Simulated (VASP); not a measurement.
# AgCl in VASP: a series of runs

The runs below take AgCl through single point, with PBE.

All numbers are computed with VASP 6.6.1; they aren't measurements. Logs are shortened: lines on timing, memory, paths and dates and some standing lists are left out, and cuts for length are marked.

### 1 The cell of the first run

The structure is trigonal, space group R-3m (No. 166). Conventional cell: a = 3.902 Å, b = 3.902 Å, c = 9.703 Å, α = 90.00°, β = 90.00°, γ = 120.00°. Ag (site symmetry -3m) has 6 Cl at 2.77 Å within 3.7 Å. Within 3.7 Å of Cl (site symmetry -3m) lie 6 Ag at 2.77 Å.

### 2 Single point, PBE (equal xy, yz and zx shear strains of +1 %)

Input file INCAR:

```
  PREC = Accurate
  ENCUT = 520
  EDIFF = 1E-7
  ISMEAR = -1
  SIGMA = 0.02
  LREAL = False
  LASPH = True
  NELM = 80
  ALGO = Normal
  ISIF = 2
  LWAVE = False
  LCHARG = False
  GGA = PE
  NBANDS = 16
```

Input file KPOINTS:

```
regular mesh
0
Gamma
  8 8 8
```

Input file POSCAR:

```
AgCl
1.0
    0.0277315000      2.7870157500      2.7870157500
    2.7870157500      0.0277315000      2.7870157500
    2.7870157500      2.7870157500      0.0277315000
Ag Cl
1 1
Direct
    0.5000000000      0.5000000000      0.5000000000
    0.0000000000      0.0000000000      0.0000000000
```

Potentials or basis: VASP PAW PBE potentials, release 64 (Ag, Cl).

Run with:

```
cat potpaw_PBE.64/Ag/POTCAR potpaw_PBE.64/Cl/POTCAR > POTCAR
mpirun -np 1 vasp_std > vasp.out
```

OUTCAR:

```text
PREC = Accurate
   ENCUT = 520
   EDIFF = 1E-7
   ISMEAR = -1
   LREAL = False
   LASPH = True
   NELM = 80
   ISIF = 2
   GGA = PE

 ion  position               nearest neighbor table
   1  0.500  0.500  0.500-   2 2.77   2 2.77   2 2.77   2 2.77   2 2.77   2 2.77
   2  0.000  0.000  0.000-   1 2.77   1 2.77   1 2.77   1 2.77   1 2.77   1 2.77

  LATTYP: Found a trigonal (rhomboedric) cell.
 ALAT       =     3.9415330289
 COS(alpha) =     0.5099250056

  Lattice vectors:

 A1 = (   0.0277315000,   2.7870157500,   2.7870157500)
 A2 = (   2.7870157500,   0.0277315000,   2.7870157500)
 A3 = (   2.7870157500,   2.7870157500,   0.0277315000)

Analysis of symmetry for initial positions (statically):
=====================================================================
 Subroutine PRICEL returns:
 Original cell was already a primitive cell.

 Routine SETGRP: Setting up the symmetry group for a
 trigonal (rhombohedral) supercell.

 Subroutine GETGRP returns: Found 12 space group operations
 (whereof 12 operations were pure point group operations)
 out of a pool of 12 trial point group operations.

The static configuration has the point symmetry D_3d.

Analysis of symmetry for dynamics (positions and initial velocities):
=====================================================================
 Subroutine PRICEL returns:
 Original cell was already a primitive cell.

 Routine SETGRP: Setting up the symmetry group for a
 trigonal (rhombohedral) supercell.

 Subroutine GETGRP returns: Found 12 space group operations
 (whereof 12 operations were pure point group operations)
 out of a pool of 12 trial point group operations.

The dynamic configuration has the point symmetry D_3d.

 Subroutine INISYM returns: Found 12 space group operations
 (whereof 12 operations are pure point group operations),
 and found     1 'primitive' translations

----------------------------------------------------------------------------------------

                                     Primitive cell

  volume of cell :      42.6499

  direct lattice vectors                    reciprocal lattice vectors
     0.027731500  2.787015750  2.787015750    -0.182103474  0.180309351  0.180309351
     2.787015750  0.027731500  2.787015750     0.180309351 -0.182103474  0.180309351
     2.787015750  2.787015750  0.027731500     0.180309351  0.180309351 -0.182103474

  length of vectors
     3.941533029  3.941533029  3.941533029     0.313344219  0.313344219  0.313344219

  position of ions in fractional coordinates (direct lattice)
     0.500000000  0.500000000  0.500000000
     0.000000000  0.000000000  0.000000000

  ion indices of the primitive-cell ions
   primitive index   ion index
                 1           1
                 2           2

----------------------------------------------------------------------------------------

 KPOINTS: regular mesh

Automatic generation of k-mesh.
 Grid dimensions read from file:
 generate k-points for:    8    8    8

 Generating k-lattice:

  Cartesian coordinates                     Fractional coordinates (reciprocal lattice)
    -0.022762934  0.022538669  0.022538669     0.125000000  0.000000000 -0.000000000
     0.022538669 -0.022762934  0.022538669     0.000000000  0.125000000 -0.000000000
     0.022538669  0.022538669 -0.022762934     0.000000000  0.000000000  0.125000000

  Length of vectors
     0.039168027  0.039168027  0.039168027

  Shift w.r.t. Gamma in fractional coordinates (k-lattice)
     0.000000000  0.000000000  0.000000000

 Subroutine IBZKPT returns following result:
 ===========================================

 Found     65 irreducible k-points:

 Following reciprocal coordinates:
            Coordinates               Weight
  0.000000  0.000000  0.000000      1.000000
  0.125000 -0.000000 -0.000000      6.000000
  0.250000 -0.000000 -0.000000      6.000000
  0.375000  0.000000 -0.000000      6.000000
  0.500000 -0.000000 -0.000000      3.000000
  0.125000  0.125000  0.000000      6.000000
[... 16 lines left out ...]
  0.250000  0.125000  0.125000      6.000000
  0.375000  0.125000  0.125000      6.000000
 [... further k-points ...]
   k-points           NKPTS =     65   k-points in BZ     NKDIM =     65   number of bands    NBANDS=     16
   number of dos      NEDOS =    301   number of ions     NIONS =      2
   total plane-waves  NPLWV =  27000
   dimension x,y,z NGX =    30 NGY =   30 NGZ =   30
   dimension x,y,z NGXF=    60 NGYF=   60 NGZF=   60
   ions per type =               1   1
   NGX,Y,Z   is equivalent  to a cutoff of  12.65, 12.65, 12.65 a.u.
   NGXF,Y,Z  is equivalent  to a cutoff of  25.31, 25.31, 25.31 a.u.
 SYSTEM =  unknown system
   PREC   = accura    normal or accurate (medium, high low for compatibility)
   ISTART =      0    job   : 0-new  1-cont  2-samecut
   ICHARG =      2    charge: 1-file 2-atom 10-const
   ISPIN  =      1    spin polarized calculation?
   LNONCOLLINEAR =      F non collinear calculations
   LSORBIT =      F    spin-orbit coupling
   LASPH  =      T    aspherical Exc in radial PAW
   ENCUT  =  520.0 eV  38.22 Ry    6.18 a.u.   7.33  7.33  7.33*2*pi/ulx,y,z
   NELM   =     80;   NELMIN=  2; NELMDL= -5     # of ELM steps
   EDIFF  = 0.1E-06   stopping-criterion for ELM
   LREAL  =      F    real-space projection
   EDIFFG = 0.1E-05   stopping-criterion for IOM
   NSW    =      0    number of steps for IOM
   IBRION =     -1    ionic relax: 0-MD 1-quasi-New 2-CG
   NFREE  =      0    steps in history (QN), initial steepest desc. (CG)
   ISIF   =      2    stress and relaxation
   ISYM   =      2    0-nonsym 1-usesym 2-fastsym
   POTIM  = 0.5000    time-step for ionic-motion
   TEBEG  =    0.0;   TEEND  =   0.0 temperature during run
   PSTRESS=    0.0 pullay stress
   NELECT =      18.0000    total number of electrons
   NUPDOWN=      -1.0000    fix difference up-down
   EMIN   =  10.00;   EMAX   =-10.00  energy-range for DOS
   EFERMI =   0.00;   METHOD = LEGACY
   ISMEAR =    -1;   SIGMA  =   0.02  broadening in eV -4-tet -1-fermi 0-gaus
   EFERMI_NEDOS =   21; number of points for ismear=-14 and -15
   IALGO  =     38    algorithm
   IMIX   =      4    mixing-type and parameters
     AMIX     =   0.40;   BMIX     =  1.00
     AMIX_MAG =   1.60;   BMIX_MAG =  1.00
  volume/ion in A,a.u.               =      21.32       143.91
  Fermi-wavevector in a.u.,A,eV,Ry     =   1.227985  2.320556 20.516873  1.507948
  Thomas-Fermi vector in A             =   2.362928
   LORBIT       =      0    0 simple, 1 ext, 2 COOP (PROOUT), +10 PAW based schemes
   GGA     = PE    functional components
   LHFCALC =     F    Hartree Fock is set to
   AEXX    =    0.0000 exact exchange contribution
   IVDW    =     0    specifies the selected vdW correction
   LEPSILON=     F    determine dielectric tensor
   LRPA    =     F    only Hartree local field effects (RPA)
 non-spin polarized calculation
  energy-cutoff  :      520.00
  volume of cell :       42.65
 maximum number of plane-waves:      1165
 NGX is ok and might be reduce to    30
   NGX = 15   NGY = 15   NGZ = 15

 number of electron      18.0000004 magnetization

 Free energy of the ion-electron system (eV)
  ---------------------------------------------------
  ext. energy  EPLUGINS =         0.00000000
  ---------------------------------------------------
  free energy    TOTEN  =        -5.39416288 eV

  energy without entropy =       -5.39416288  energy(sigma->0) =       -5.39416288

 E-fermi :   4.2769     XC(G=0):  -9.9659

 val. band max:        3.8317463592   @ k =   0.5000  -0.0000  -0.0000
 cond. band min:       4.7259843526   @ k =   0.0000   0.0000   0.0000
 fundamental gap:      0.8942379934
 Fermi energy:         4.2768811266

 k-point     1 :       0.0000    0.0000    0.0000
  band No.  band energies     occupation
      1     -11.3302      2.00000
      2       1.3632      2.00000
      3       1.3839      2.00000
      4       1.3839      2.00000
      5       1.4213      2.00000
      6       1.4213      2.00000
[... 8 lines left out ...]
     15      17.0766      0.00000
     16      17.1740      0.00000

 k-point     2 :       0.1250   -0.0000   -0.0000
  band No.  band energies     occupation
      1     -11.2697      2.00000
      2       0.6769      2.00000
      3       0.7035      2.00000
      4       0.7419      2.00000
      5       1.4232      2.00000
      6       1.4362      2.00000
[... 8 lines left out ...]
     15      15.8836      0.00000
     16      16.5409      0.00000

 k-point     3 :       0.2500   -0.0000   -0.0000
  band No.  band energies     occupation
      1     -11.1174      2.00000
      2      -0.3509      2.00000
      3       0.1215      2.00000
      4       0.1684      2.00000
      5       1.5499      2.00000
      6       1.5652      2.00000
[... 8 lines left out ...]
     15      16.1592      0.00000
     16      16.3935      0.00000

 k-point     4 :       0.3750    0.0000   -0.0000
  band No.  band energies     occupation
      1     -10.9553      2.00000
      2      -1.1297      2.00000
      3      -0.2471      2.00000
      4      -0.1973      2.00000
      5       1.6812      2.00000
      6       1.6995      2.00000
[... 8 lines left out ...]
     15      16.8808      0.00000
     16      17.0602      0.00000
[... 324 lines left out ...]
 k-point    22 :       0.1250    0.1250    0.1250
  band No.  band energies     occupation
      1     -11.2721      2.00000
      2       0.6329      2.00000
      3       0.7446      2.00000
      4       0.7446      2.00000
      5       1.4413      2.00000
      6       1.4413      2.00000
[... 8 lines left out ...]
     15      15.9241      0.00000
     16      16.6457      0.00000

 k-point    23 :       0.2500    0.1250    0.1250
  band No.  band energies     occupation
      1     -11.1843      2.00000
      2      -0.0648      2.00000
      3       0.2574      2.00000
      4       0.7223      2.00000
      5       1.4663      2.00000
      6       1.5536      2.00000
[... 8 lines left out ...]
     15      16.7516      0.00000
     16      17.6221      0.00000

 k-point    24 :       0.3750    0.1250    0.1250
  band No.  band energies     occupation
      1     -11.0338      2.00000
      2      -0.7397      2.00000
      3      -0.1110      2.00000
      4       0.2033      2.00000
      5       1.5770      2.00000
      6       1.6526      2.00000
[... 8 lines left out ...]
     15      17.4587      0.00000
     16      17.6059      0.00000

 [... further k-points ...]
[... 5 lines left out ...]
  --------------------------------------------------------------------------------------
  -------------------------------------------------------------------------------------
  Total        0.3902415      0.3902415      0.3902415     -0.0144783     -0.0144783     -0.0144783
  in kB       14.6597447     14.6597447     14.6597447     -0.5438893     -0.5438893     -0.5438893
  external PRESSURE =      14.6597447 kB  Pullay stress =       0.0000000 kB

 VOLUME and BASIS-vectors are now :
 -----------------------------------------------------------------------------
  energy-cutoff  :      520.00
  volume of cell :       42.65
      direct lattice vectors                 reciprocal lattice vectors
     0.027731500  2.787015750  2.787015750    -0.182103474  0.180309351  0.180309351
     2.787015750  0.027731500  2.787015750     0.180309351 -0.182103474  0.180309351
     2.787015750  2.787015750  0.027731500     0.180309351  0.180309351 -0.182103474

 POSITION                                       TOTAL-FORCE (eV/Angst)
 -----------------------------------------------------------------------------------
      2.80088      2.80088      2.80088         0.000000     -0.000000      0.000000
      0.00000      0.00000      0.00000        -0.000000      0.000000     -0.000000
 -----------------------------------------------------------------------------------
    total drift:                                0.000000      0.000000      0.000000

  FREE ENERGIE OF THE ION-ELECTRON SYSTEM (eV)
  ---------------------------------------------------
  free  energy   TOTEN  =        -5.3941628779 eV

  energy  without entropy=       -5.3941628779  energy(sigma->0) =       -5.39416288
```

Wall time 50 s (1 thread of Intel Xeon Platinum 8175M at 2.50GHz (Skylake/Cascade Lake), shared host); peak memory 0.19 GiB.

Results:

```
Free energy            : -5.3942 eV
Pressure               : 1.5 GPa
Band gap on the k mesh : 0.89 eV, indirect (least direct gap 3.17 eV)
```

Stress tensor (GPa, compression positive):
```
 1.47 -0.05 -0.05
-0.05  1.47 -0.05
-0.05 -0.05  1.47
```

Caveat: the cell differs from its parent crystal (equal xy, yz and zx shear strains of +1 %). A k mesh can miss the band edges.

(Continued in part 2 of 2.)
